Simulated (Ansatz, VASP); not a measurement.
One calculation of BeS, two programs

```
CELL_PARAMETERS angstrom
0.00000 2.43431 2.43431
2.37345 0.00000 2.43431
2.37345 2.43431 0.00000
ATOMIC_POSITIONS crystal
Be 0.00000 0.00000 0.00000
S 0.25000 0.25000 0.25000
```

Change from the starting cell: uniaxial_x strain -2.5%.

Alike in both runs: task single point; functional PBE; k mesh 10 × 10 × 10; occupations fermi-dirac, width 0.02 eV; no spin polarisation.

```csv
,VASP,Ansatz
version,VASP 6.6.1,Ansatz 0.2.0
potentials or method,"VASP PAW PBE potentials, release 64 (Be, S)","plane waves, PAW"
plane-wave cutoff (eV),520,420
valence electrons in the cell,8,8
```

|  | VASP | Ansatz | Ansatz less VASP |
| --- | --- | --- | --- |
| gap on the k mesh at the Fermi level (eV) | 2.86 | 2.86 | -0.001 |
| pressure (GPa) | 2.9 | 2.9 | -0.01 |
| traceless stress, the component that is largest in VASP (GPa) | 1.58 | 1.59 | +0.006 |
